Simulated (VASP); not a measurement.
Input of a VASP 6.6.1 run:

The input INCAR:

```
SYSTEM = Ru6C
PREC     = Accurate       ! precision mode
ENCUT    = 520            ! plane-wave cutoff, eV
EDIFF    = 1E-7           ! SCF threshold, eV
ISMEAR   = 0              ! smearing method
SIGMA    = 0.1            ! smearing width, eV
LREAL    = .FALSE.        ! projectors in reciprocal space
LASPH    = .TRUE.         ! aspherical terms in the spheres
NELM     = 120            ! most SCF steps
ALGO     = Normal         ! electronic algorithm
ISIF     = 2              ! what is computed and relaxed
LWAVE    = .FALSE.        ! write WAVECAR
LCHARG   = .FALSE.        ! write CHGCAR
LDIPOL   = .TRUE.       
IDIPOL   = 3            
DIPOL    = 0.5 0.5 0.343
IBRION   = 2              ! ionic algorithm
NSW      = 36             ! ionic steps
EDIFFG   = -0.025         ! ionic threshold
GGA_COMPAT= .FALSE.      
NELMIN   = 4            
NELMDL   = -8           
KPAR     = 4
```

File KPOINTS:

```
Automatic mesh
0
G
  10 6 1
  0 0 0
```

File POSCAR:

```
Ru6C
1.0
    2.6740588497      0.0000000000      0.0000000000
    0.0000000000      4.2267609849      0.0000000000
    0.0000000000      0.0000000000     20.7512332531
Ru C
6 1
Selective dynamics
Direct
    0.0000000000      0.7500000000      0.1927596279  F F F
    0.5000000000      0.2500000000      0.2299590699  F F F
    0.5000000000      0.7500000000      0.3043579540  F F F
    0.0000000000      0.2500000000      0.3397181852  F F F
    0.0000000000      0.7500000000      0.4149217975  F F F
    0.5000000000      0.2500000000      0.4458160698  F F F
    0.5000000000      0.7500000000      0.4766576103  F F T
```

Potentials or basis: VASP PAW LDA potentials, release 64 (Ru_pv, C).

Command:

```bash
$ cat potpaw_LDA.64/Ru_pv/POTCAR potpaw_LDA.64/C/POTCAR > POTCAR
$ mpirun -np 4 vasp_std > vasp.out
```

Q: What does it give for the band gap on the k mesh?

A: Zero (bands 44 and 45 overlap by 1.51 eV).

Q: Predict the energy gained by relaxing.

A: 12.8 meV/atom.

Step by step:
```
step  energy change (eV)  largest force on free atoms (eV/Å)  pressure (GPa)
   1              0.0000                              1.8485            2.22
   2             -0.0883                              0.1931            0.71
   3             -0.0894                              0.0005            0.53
```
